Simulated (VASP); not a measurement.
Crystal: Mg.

```
Mg
1.0
    -1.43504    1.71864    2.55012
     1.43504   -1.71864    2.55012
     1.43504    1.71864   -2.55012
Mg
1
Cartesian
  1.4350 0.0000 0.0000
```

The cell was generated, and may not be a known phase.

| Property | Result |
| --- | --- |
| Program | VASP 6.6.1 |
| Task | relaxation of cell and atoms |
| Functional | PBE |
| Potentials or basis | VASP PAW PBE potentials, release 64 (Mg) |
| Cutoff | 600 eV |
| k mesh | 8 × 8 × 8 |
| Occupations | gaussian, width 0.1 eV |
| Spin | no spin polarisation |

At the start: pressure -1.3 GPa; volume 25.16 Å³/atom.

Task: How do energy, volume and symmetry change on relaxing?

Result: Over 12 steps the energy falls by 97.0 meV/atom and the volume is 23.13 Å³/atom (-8.0 %); space group Immm (No. 71, to 0.1 Å) before and after.

The path:
| step | energy change (eV) | largest force (eV/Å) | pressure (GPa) | volume (Å³) |
| --- | --- | --- | --- | --- |
| 1 | 0.0000 | 0.0000 | -1.26 | 25.16 |
| 2 | -0.0638 | 0.0000 | -1.46 | 24.39 |
| 3 | -0.0911 | 0.0000 | -0.44 | 23.45 |
| 4 | -0.0918 | 0.0000 | -0.24 | 23.32 |
| 5 | -0.0936 | 0.0000 | 0.13 | 23.07 |
| 6 | -0.0928 | 0.0000 | 0.98 | 22.53 |
| 7 | -0.0953 | 0.0000 | 0.39 | 22.88 |
| 8 | -0.0949 | 0.0000 | 0.70 | 22.69 |
| 9 | -0.0954 | 0.0000 | 0.52 | 22.79 |
| 10 | -0.0968 | 0.0000 | 0.00 | 23.11 |
| 11 | -0.0969 | 0.0000 | -0.14 | 23.20 |
| 12 | -0.0970 | 0.0000 | -0.04 | 23.13 |

Final structure:
```xyz
1
Lattice="-1.6205 1.5602 2.2874 1.6205 -1.5602 2.2874 1.6205 1.5602 -2.2874" Properties=species:S:1:pos:R:3 pbc="T T T"
Mg    1.6205    0.0000    0.0000
```
